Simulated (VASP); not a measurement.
Crystal: TaN (rocksalt type).

```
Ta N
1.0
     0.00000    2.15443    2.15443
     2.15443    0.00000    2.15443
     2.15443    2.15443    0.00000
Ta N
1 1
Direct
  0.00000 0.00000 0.00000
  0.50000 0.50000 0.50000
```

| Item | Value |
| --- | --- |
| Program | VASP 6.6.1 |
| Task | relaxation of cell and atoms |
| Functional | PBE |
| Potentials or basis | VASP PAW PBE potentials, release 64 (Ta_pv, N) |
| Cutoff | 600 eV |
| k mesh | 16 × 16 × 16 |
| Occupations | fermi-dirac, width 0.08 eV |
| Spin | no spin polarisation |

At the start: pressure 30.1 GPa; volume 10.00 Å³/atom.

How do energy, volume and symmetry change on relaxing?

Over 19 steps the energy falls by 70.0 meV/atom and the volume is 10.80 Å³/atom (+8.0 %); space group Fm-3m (No. 225, to 0.05 Å).

Step by step:
| step | energy change (eV) | largest force (eV/Å) | pressure (GPa) | volume (Å³) |
| --- | --- | --- | --- | --- |
| 1 | 0.0000 | 0.0000 | 30.09 | 20.00 |
| 2 | 0.5019 | 0.0000 | -39.98 | 25.94 |
| 3 | -0.1393 | 0.0000 | -1.71 | 21.71 |
| 4 | -0.1399 | 0.0000 | -0.18 | 21.61 |
| 5 | -0.1399 | 0.0000 | 0.30 | 21.58 |
| 6 | -0.1399 | 0.0000 | 0.33 | 21.58 |
| 7 | -0.1399 | 0.0000 | 0.33 | 21.58 |
| 8 | -0.1399 | 0.0000 | 0.29 | 21.58 |
| 9 | -0.1399 | 0.0000 | 0.29 | 21.58 |
| 10 | -0.1399 | 0.0000 | 0.29 | 21.58 |
| 11 | -0.1399 | 0.0000 | 0.29 | 21.58 |
| 12 | -0.1399 | 0.0000 | 0.29 | 21.58 |
| 13 | -0.1399 | 0.0000 | 0.29 | 21.58 |
| 14 | -0.1399 | 0.0000 | 0.29 | 21.58 |
| 15 | -0.1399 | 0.0000 | 0.28 | 21.58 |
| 16 | -0.1399 | 0.0000 | 0.20 | 21.59 |
| 17 | -0.1399 | 0.0000 | 0.10 | 21.59 |
| 18 | -0.1399 | 0.0000 | -0.09 | 21.61 |
| 19 | -0.1399 | 0.0000 | -0.02 | 21.60 |

Final structure:
```
CELL_PARAMETERS angstrom
0.00000 2.21040 2.21040
2.21040 0.00000 2.21040
2.21040 2.21040 0.00000
ATOMIC_POSITIONS crystal
Ta 0.00000 0.00000 0.00000
N 0.50000 0.50000 0.50000
```
